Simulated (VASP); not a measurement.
Wanted: the native input for a VASP 6.6.1 run.

* Task: single point
* Functional: r2SCAN
* Potentials or basis: VASP PAW PBE potentials, release 64 (B)
* Cutoff: 520 eV
* k mesh: 8 × 8 × 12
* Occupations: methfessel-paxton, width 0.05 eV
* Spin: no spin polarisation
* Dipole correction: no
* Further INCAR settings: ALGO = Normal; EDIFF = 1e-06; NBANDS = 8

The system is B.

```
B
1.0
     2.34935   -0.01019    0.01540
    -0.01019    2.33466    0.04230
     0.01041    0.02859    1.59198
B
1
Direct
  0.50269 0.51301 0.50288
```

One way to write it, as run:

POSCAR

```
B
1.0
    2.3493510000     -0.0101880000      0.0154020000
   -0.0101880000      2.3346640000      0.0422970000
    0.0104100000      0.0285890000      1.5919840000
B
1
Direct
    0.5026920000      0.5130090000      0.5028790000
```

INCAR.step1

```
SYSTEM = B
PREC = Accurate
ENCUT = 520
ISMEAR = 1
SIGMA = 0.05
LREAL = .False.
LASPH = .True.
NELM = 80
NBANDS = 8
GGA = PE
ALGO = Normal
EDIFF = 1E-4
LWAVE = .True.
LCHARG = .False.
```

INCAR.step2

```
SYSTEM = B
PREC = Accurate
ENCUT = 520
EDIFF = 1E-6
ISMEAR = 1
SIGMA = 0.05
LREAL = .False.
LASPH = .True.
NELM = 80
ALGO = Normal
ISIF = 2
LWAVE = .False.
LCHARG = .False.
METAGGA = R2SCAN
LMIXTAU = .True.
NBANDS = 8
ISTART = 1
```

KPOINTS

```
regular mesh
0
Gamma
  8 8 12
  0 0 0
```

Potentials or basis: VASP PAW PBE potentials, release 64 (B).

The run is started by

```console
$ cat potpaw_PBE.64/B/POTCAR > POTCAR
$ cp INCAR.step1 INCAR
$ mpirun -np 1 vasp_std > vasp.out
$ cp INCAR.step2 INCAR
$ mpirun -np 1 vasp_std > vasp.out
```

It gave:

```json
{"Pressure": "-1.4 GPa"}
```

Caveat: the PAW data sets were made with another functional, which shifts forces and pressure a little.

Run time: 110 s on 1 thread of AMD EPYC 7R43 64-Core Processor (Zen 3) (shared host), peak memory 0.09 GiB.
